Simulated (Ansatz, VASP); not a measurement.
B2As3: VASP beside Ansatz

```xyz
10
Lattice="3.4267 0.0000 0.0000 -1.7133 2.9676 0.0000 0.0000 0.0000 15.3205" Properties=species:S:1:pos:R:3 pbc="T T T"
B     1.7133    0.9892   12.3987
B     0.0000    0.0000    9.6339
B     0.0000    1.9784    2.9218
B     0.0000    0.0000    5.6866
As    1.7133    0.9892   14.5586
As    0.0000    0.0000   11.7393
As    0.0000    1.9784    8.9544
As    0.0000    1.9784    0.7619
As    0.0000    0.0000    3.5812
As    1.7133    0.9892    6.3661
```

Alike in both runs: functional PBE; k mesh 12 × 12 × 2; occupations gaussian, width 0.1 eV; no spin polarisation.

Ansatz relaxed the structure, and its values are those at the end. VASP's run is a single point on that final structure, the one shown.

|  | VASP | Ansatz |
| --- | --- | --- |
| version | VASP 6.6.1 | Ansatz 0.2.0 |
| potentials or method | VASP PAW PBE potentials, release 64 (B, As), cutoff 520 eV | scalar-relativistic, plane waves, PAW |
| valence electrons in the cell | 42 | 102 |

|  | VASP | Ansatz | Ansatz less VASP |
| --- | --- | --- | --- |
| gap on the k mesh at the Fermi level (eV) | none | none | - |
| pressure (GPa) | 0.4 | 0.0 | -0.45 |
| rms of the force components (eV/Å) | 0.014 | 0.000 | -0.0138 |

A gap of «none» marks a metal or a gap that the smearing closes. VASP's potentials hold 42 valence electrons a cell and Ansatz's 102, so a difference there can come from the potentials and not from the codes.
